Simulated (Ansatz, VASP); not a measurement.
This is a calculation of NaCl for VASP 6.6.1.

Contents of INCAR:

```
PREC     = Accurate       # precision mode
ENCUT    = 500            # plane-wave cutoff, eV
EDIFF    = 1E-7           # SCF threshold, eV
ISMEAR   = -1             # smearing method
SIGMA    = 0.05           # smearing width, eV
LREAL    = False          # projectors in reciprocal space
LASPH    = True           # aspherical terms in the spheres
NELM     = 120            # most SCF steps
ALGO     = Normal         # electronic algorithm
ISIF     = 3              # what is computed and relaxed
LWAVE    = False          # write WAVECAR
LCHARG   = False          # write CHGCAR
GGA      = B5             # functional
ALDAX    = 1.0          
AGGAX    = 1.0          
AGGAC    = 1.0          
ALDAC    = 0.0          
IVDW     = 13             # dispersion correction
VDW_S6   = 1.0          
VDW_S8   = 2.34076671   
VDW_A1   = 0.44488865   
VDW_A2   = 4.0933009    
IBRION   = 2              # ionic algorithm
NSW      = 80             # ionic steps
EDIFFG   = -0.005         # ionic threshold
GGA_COMPAT= False        
NELMIN   = 4
```

Contents of KPOINTS:

```
regular mesh
0
Gamma
  8 8 8
```

POSCAR

```
NaCl
1.0
    0.0000000000      2.7940632177      2.7940632177
    2.7940632177      0.0000000000      2.7940632177
    2.7940632177      2.7940632177      0.0000000000
Cl Na
1 1
Direct
    0.5000000000      0.5000000000      0.5000000000
    0.0000000000      0.0000000000      0.0000000000
```

Potentials or basis: VASP PAW PBE potentials, release 64 (Cl, Na_pv).

Launch:

```bash
$ cat potpaw_PBE.64/Cl/POTCAR potpaw_PBE.64/Na_pv/POTCAR > POTCAR
$ mpirun -np 1 vasp_std > vasp.out
```

**Question.** Set up the same calculation for Ansatz 0.2.0. Potentials there: all-electron LAPW, scalar-relativistic.

**Answer.** As run (the cutoff follows the program's own potentials):

input.yaml

```yaml
crystal:
  lattice:
    - [0.0, 2.7940632177, 2.7940632177]
    - [2.7940632177, 0.0, 2.7940632177]
    - [2.7940632177, 2.7940632177, 0.0]
  atoms:
    - { symbol: Cl, position: [0.5, 0.5, 0.5] }
    - { symbol: Na, position: [0.0, 0.0, 0.0] }
kpoints:
  mp_grid: { grid: [8, 8, 8] }
scf:
  occupations: { method: fermi_dirac, width: 0.05 }
hamiltonian:
  xc: blyp
  dispersion: d4
  pseudopotentials: { kind: all_electron, lapw: { basis_error: 0.001 } }
output:
  forces: true
  stress: true
relax:
  f_tol: 0.005
  max_steps: 60
  cell: {}
```

Potentials or basis: all-electron LAPW, scalar-relativistic.

Launch:

```bash
$ ansatz run input.yaml --threads 1 --pin off --max-ram 3072MiB --backend cpu --events-out ev --progress --plain --runs-dir out
```

Both were run:

|  | VASP | Ansatz | Ansatz less VASP |
| --- | --- | --- | --- |
| relaxed volume (Å³/atom) | 22.32 | 22.46 | +0.139 |
| relaxed cell length with the largest relative difference (Å) | 3.982 | 3.990 | +0.0082 |

VASP's potentials were made for PBE, not for BLYP. Ansatz ran all-electron here, and VASP with PAW potentials.
